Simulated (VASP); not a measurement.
# LiH2 (P4_2/mcm) in VASP: single point with PBE

Aim: the single point of LiH2 with PBE.

Everything below comes from runs of VASP 6.6.1. Logs are shortened: lines on timing, memory, paths and dates and some standing lists are left out, and cuts for length are marked.

### Step 1. The cell of the first run

The typed cell holds 12 atoms: a = 4.457 Å, b = 4.457 Å, c = 4.111 Å, α = 90.00°, β = 90.00°, γ = 90.00°.

### Step 2. Single point, PBE

INCAR reads:

```
ALGO = Normal
EDIFF = 1E-6
ENCUT = 520
GGA = PE
ISIF = 2
ISMEAR = 0
LASPH = True
LCHARG = False
LREAL = False
LWAVE = False
NBANDS = 22
NELM = 100
PREC = Accurate
SIGMA = 0.1
```

KPOINTS reads:

```
k-points
0
Gamma
  4 4 4
```

POSCAR reads:

```
LiH2
1.0
    4.4568518693      0.0000000000      0.0000000000
    0.0000000000      4.4568518693      0.0000000000
    0.0000000000      0.0000000000      4.1109330675
Li H
4 8
Direct
    0.7499300871      0.7499300871      0.0000000000
    0.2500699129      0.7499300871      0.5000000000
    0.7499300871      0.2500699129      0.5000000000
    0.2500699129      0.2500699129      0.0000000000
    0.5000000000      0.5000000000      0.7500000000
    0.0000000000      0.5000000000      0.2500000000
    0.5000000000      0.0000000000      0.2500000000
    0.0000000000      0.0000000000      0.7500000000
    0.0000000000      0.0000000000      0.2500000000
    0.5000000000      0.0000000000      0.7500000000
    0.0000000000      0.5000000000      0.7500000000
    0.5000000000      0.5000000000      0.2500000000
```

Potentials or basis: VASP PAW PBE potentials, release 64 (Li_sv, H).

Run with:

```console
cat potpaw_PBE.64/Li_sv/POTCAR potpaw_PBE.64/H/POTCAR > POTCAR
mpirun -np 1 vasp_std > vasp.out
```

OUTCAR:

```text
EDIFF = 1E-6
   ENCUT = 520
   GGA = PE
   ISIF = 2
   ISMEAR = 0
   LASPH = True
   LREAL = False
   NELM = 100
   PREC = Accurate

 ion  position               nearest neighbor table
   1  0.750  0.750  0.000-
   2  0.250  0.750  0.500-
   3  0.750  0.250  0.500-
   4  0.250  0.250  0.000-
   5  0.500  0.500  0.750-
   6  0.000  0.500  0.250-
   7  0.500  0.000  0.250-
   8  0.000  0.000  0.750-
   9  0.000  0.000  0.250-
  10  0.500  0.000  0.750-
  11  0.000  0.500  0.750-
  12  0.500  0.500  0.250-

  LATTYP: Found a simple tetragonal cell.
 ALAT       =     4.4568518693
 C/A-ratio  =     0.9223849453

  Lattice vectors:

 A1 = (   4.4568518693,   0.0000000000,   0.0000000000)
 A2 = (   0.0000000000,   4.4568518693,   0.0000000000)
 A3 = (   0.0000000000,   0.0000000000,   4.1109330675)

Analysis of symmetry for initial positions (statically):
=====================================================================
 Subroutine PRICEL returns:
 Original cell was already a primitive cell.

 Routine SETGRP: Setting up the symmetry group for a
 simple tetragonal supercell.

 Subroutine GETGRP returns: Found 16 space group operations
 (whereof  8 operations were pure point group operations)
 out of a pool of 16 trial point group operations.

The static configuration has the point symmetry D_2h.
 The point group associated with its full space group is D_4h.

Analysis of symmetry for dynamics (positions and initial velocities):
=====================================================================
 Subroutine PRICEL returns:
 Original cell was already a primitive cell.

 Routine SETGRP: Setting up the symmetry group for a
 simple tetragonal supercell.

 Subroutine GETGRP returns: Found 16 space group operations
 (whereof  8 operations were pure point group operations)
 out of a pool of 16 trial point group operations.

The dynamic configuration has the point symmetry D_2h.
 The point group associated with its full space group is D_4h.

 Subroutine INISYM returns: Found 16 space group operations
 (whereof  8 operations are pure point group operations),
 and found     1 'primitive' translations

----------------------------------------------------------------------------------------

                                     Primitive cell

  volume of cell :      81.6576

  direct lattice vectors                    reciprocal lattice vectors
     4.456851869  0.000000000  0.000000000     0.224373623  0.000000000  0.000000000
     0.000000000  4.456851869  0.000000000     0.000000000  0.224373623  0.000000000
     0.000000000  0.000000000  4.110933068     0.000000000  0.000000000  0.243253778

  length of vectors
     4.456851869  4.456851869  4.110933068     0.224373623  0.224373623  0.243253778

  position of ions in fractional coordinates (direct lattice)
     0.749930087  0.749930087  0.000000000
     0.250069913  0.749930087  0.500000000
     0.749930087  0.250069913  0.500000000
     0.250069913  0.250069913  0.000000000
     0.500000000  0.500000000  0.750000000
     0.000000000  0.500000000  0.250000000
     0.500000000  0.000000000  0.250000000
     0.000000000  0.000000000  0.750000000
     0.000000000  0.000000000  0.250000000
     0.500000000  0.000000000  0.750000000
     0.000000000  0.500000000  0.750000000
     0.500000000  0.500000000  0.250000000

  ion indices of the primitive-cell ions
   primitive index   ion index
                 1           1
                 2           2
                 3           3
                 4           4
                 5           5
                 6           6
                 7           7
                 8           8
                 9           9
                10          10
                11          11
                12          12

----------------------------------------------------------------------------------------

 KPOINTS: k-points

Automatic generation of k-mesh.
 Grid dimensions read from file:
 generate k-points for:    4    4    4

 Generating k-lattice:

  Cartesian coordinates                     Fractional coordinates (reciprocal lattice)
     0.056093406  0.000000000  0.000000000     0.250000000  0.000000000  0.000000000
     0.000000000  0.056093406  0.000000000     0.000000000  0.250000000  0.000000000
     0.000000000  0.000000000  0.060813445     0.000000000  0.000000000  0.250000000

  Length of vectors
     0.056093406  0.056093406  0.060813445

  Shift w.r.t. Gamma in fractional coordinates (k-lattice)
     0.000000000  0.000000000  0.000000000

 Subroutine IBZKPT returns following result:
 ===========================================

 Found     18 irreducible k-points:

 Following reciprocal coordinates:
            Coordinates               Weight
  0.000000  0.000000  0.000000      1.000000
  0.250000  0.000000  0.000000      4.000000
  0.500000  0.000000  0.000000      2.000000
  0.250000  0.250000  0.000000      4.000000
  0.500000  0.250000  0.000000      4.000000
  0.500000  0.500000  0.000000      1.000000
[... 10 lines left out ...]
  0.500000  0.250000  0.500000      4.000000
  0.500000  0.500000  0.500000      1.000000
   k-points           NKPTS =     18   k-points in BZ     NKDIM =     18   number of bands    NBANDS=     22
   number of dos      NEDOS =    301   number of ions     NIONS =     12
   total plane-waves  NPLWV =  41472
   dimension x,y,z NGX =    36 NGY =   36 NGZ =   32
   dimension x,y,z NGXF=    72 NGYF=   72 NGZF=   64
   ions per type =               4   8
   NGX,Y,Z   is equivalent  to a cutoff of  13.43, 13.43, 12.94 a.u.
   NGXF,Y,Z  is equivalent  to a cutoff of  26.86, 26.86, 25.88 a.u.
 SYSTEM =  unknown system
   PREC   = accura    normal or accurate (medium, high low for compatibility)
   ISTART =      0    job   : 0-new  1-cont  2-samecut
   ICHARG =      2    charge: 1-file 2-atom 10-const
   ISPIN  =      1    spin polarized calculation?
   LNONCOLLINEAR =      F non collinear calculations
   LSORBIT =      F    spin-orbit coupling
   LASPH  =      T    aspherical Exc in radial PAW
   ENCUT  =  520.0 eV  38.22 Ry    6.18 a.u.   8.29  8.29  7.64*2*pi/ulx,y,z
   NELM   =    100;   NELMIN=  2; NELMDL= -5     # of ELM steps
   EDIFF  = 0.1E-05   stopping-criterion for ELM
   LREAL  =      F    real-space projection
   EDIFFG = 0.1E-04   stopping-criterion for IOM
   NSW    =      0    number of steps for IOM
   IBRION =     -1    ionic relax: 0-MD 1-quasi-New 2-CG
   NFREE  =      0    steps in history (QN), initial steepest desc. (CG)
   ISIF   =      2    stress and relaxation
   ISYM   =      2    0-nonsym 1-usesym 2-fastsym
   POTIM  = 0.5000    time-step for ionic-motion
   TEBEG  =    0.0;   TEEND  =   0.0 temperature during run
   PSTRESS=    0.0 pullay stress
   NELECT =      20.0000    total number of electrons
   NUPDOWN=      -1.0000    fix difference up-down
   EMIN   =  10.00;   EMAX   =-10.00  energy-range for DOS
   EFERMI =   0.00;   METHOD = LEGACY
   ISMEAR =     0;   SIGMA  =   0.10  broadening in eV -4-tet -1-fermi 0-gaus
   EFERMI_NEDOS =   21; number of points for ismear=-14 and -15
   IALGO  =     38    algorithm
   IMIX   =      4    mixing-type and parameters
     AMIX     =   0.40;   BMIX     =  1.00
     AMIX_MAG =   1.60;   BMIX_MAG =  1.00
  volume/ion in A,a.u.               =       6.80        45.92
  Fermi-wavevector in a.u.,A,eV,Ry     =   1.024281  1.935611 14.274581  1.049152
  Thomas-Fermi vector in A             =   2.158060
   LORBIT       =      0    0 simple, 1 ext, 2 COOP (PROOUT), +10 PAW based schemes
   GGA     = PE    functional components
   LHFCALC =     F    Hartree Fock is set to
   AEXX    =    0.0000 exact exchange contribution
   IVDW    =     0    specifies the selected vdW correction
   LEPSILON=     F    determine dielectric tensor
   LRPA    =     F    only Hartree local field effects (RPA)
 non-spin polarized calculation
 Gauss-broadening in eV      SIGMA  =   0.10
  energy-cutoff  :      520.00
  volume of cell :       81.66
 maximum number of plane-waves:      2224
 NGX is ok and might be reduce to    36
   NGX = 17   NGY = 17   NGZ = 15

 number of electron      20.0000010 magnetization

 Free energy of the ion-electron system (eV)
  ---------------------------------------------------
  ext. energy  EPLUGINS =         0.00000000
  ---------------------------------------------------
  free energy    TOTEN  =       -31.62673978 eV

  energy without entropy =      -31.61821693  energy(sigma->0) =      -31.62247836

 E-fermi :  -0.3991     XC(G=0):  -8.7560

 val. band max:       -0.4874495399   @ k =   0.2500   0.2500   0.2500
 cond. band min:      -0.2265395014   @ k =   0.2500   0.0000   0.2500
 fundamental gap:      0.2609100385
 Fermi energy:        -0.3990868026

 k-point     1 :       0.0000    0.0000    0.0000
  band No.  band energies     occupation
      1     -44.1874      2.00000
      2     -44.1579      2.00000
      3     -44.1579      2.00000
      4     -44.1524      2.00000
      5      -7.2107      2.00000
      6      -3.9962      2.00000
[... 14 lines left out ...]
     21       8.6770      0.00000
     22      15.2291      0.00000

 k-point     2 :       0.2500    0.0000    0.0000
  band No.  band energies     occupation
      1     -44.1830      2.00000
      2     -44.1622      2.00000
      3     -44.1571      2.00000
      4     -44.1533      2.00000
      5      -6.8939      2.00000
      6      -4.7312      2.00000
[... 14 lines left out ...]
     21      10.5609      0.00000
     22      12.7199      0.00000
[... 373 lines left out ...]
     21      13.7273      0.00000
     22      13.7275      0.00000

 k-point    18 :       0.5000    0.5000    0.5000
  band No.  band energies     occupation
      1     -44.1636      2.00000
      2     -44.1636      2.00000
      3     -44.1636      2.00000
      4     -44.1636      2.00000
      5      -3.4940      2.00000
      6      -3.4940      2.00000
[... 14 lines left out ...]
     21      13.9637      0.00000
     22      13.9638      0.00000

------------------------ aborting loop because EDIFF is reached ----------------------------------------

  FORCE on cell =-STRESS in cart. coord.  units (eV):
  Direction    XX          YY          ZZ          XY          YZ          ZX
  --------------------------------------------------------------------------------------
  -------------------------------------------------------------------------------------
  Total       -0.2134953     -0.2134953     -0.1460532      0.0000000      0.0000000      0.0000000
  in kB       -4.1889196     -4.1889196     -2.8656605      0.0000000      0.0000000      0.0000000
  external PRESSURE =      -3.7478332 kB  Pullay stress =       0.0000000 kB

 VOLUME and BASIS-vectors are now :
 -----------------------------------------------------------------------------
  energy-cutoff  :      520.00
  volume of cell :       81.66
      direct lattice vectors                 reciprocal lattice vectors
     4.456851869  0.000000000  0.000000000     0.224373623  0.000000000  0.000000000
     0.000000000  4.456851869  0.000000000     0.000000000  0.224373623  0.000000000
     0.000000000  0.000000000  4.110933068     0.000000000  0.000000000  0.243253778

 POSITION                                       TOTAL-FORCE (eV/Angst)
 -----------------------------------------------------------------------------------
      3.34233      3.34233      0.00000         0.001171      0.001171      0.000000
      1.11452      3.34233      2.05547        -0.001171      0.001171     -0.000000
      3.34233      1.11452      2.05547         0.001171     -0.001171     -0.000000
      1.11452      1.11452      0.00000        -0.001171     -0.001171     -0.000000
      2.22843      2.22843      3.08320        -0.000000     -0.000000     -0.000000
      0.00000      2.22843      1.02773        -0.000000     -0.000000      0.000000
      2.22843      0.00000      1.02773        -0.000000     -0.000000     -0.000000
      0.00000      0.00000      3.08320        -0.000000     -0.000000     -0.000000
      0.00000      0.00000      1.02773        -0.000000     -0.000000     -0.000000
      2.22843      0.00000      3.08320        -0.000000     -0.000000     -0.000000
      0.00000      2.22843      3.08320        -0.000000     -0.000000      0.000000
      2.22843      2.22843      1.02773        -0.000000     -0.000000     -0.000000
 -----------------------------------------------------------------------------------
    total drift:                                0.000000     -0.000000      0.000000

  FREE ENERGIE OF THE ION-ELECTRON SYSTEM (eV)
  ---------------------------------------------------
  free  energy   TOTEN  =       -31.6267397850 eV

  energy  without entropy=      -31.6182169329  energy(sigma->0) =      -31.62247836
```

Run time: 50 s. Hardware: 1 thread of AMD EPYC 7R43 (Zen 3), shared host; peak memory 0.15 GiB.

What came out:

```
Free energy            : -31.6267 eV
Band gap on the k mesh : zero (bands 10 and 11 overlap by 3.78 eV)
```

Caveat: the k points lie up to 0.38 Å⁻¹ apart, too coarse for converged energies and pressures of a metal; the cutoff is under 1.25 times the usual one of these potentials, so pressure, stress and relaxed cells hold a basis-set (Pulay) error.
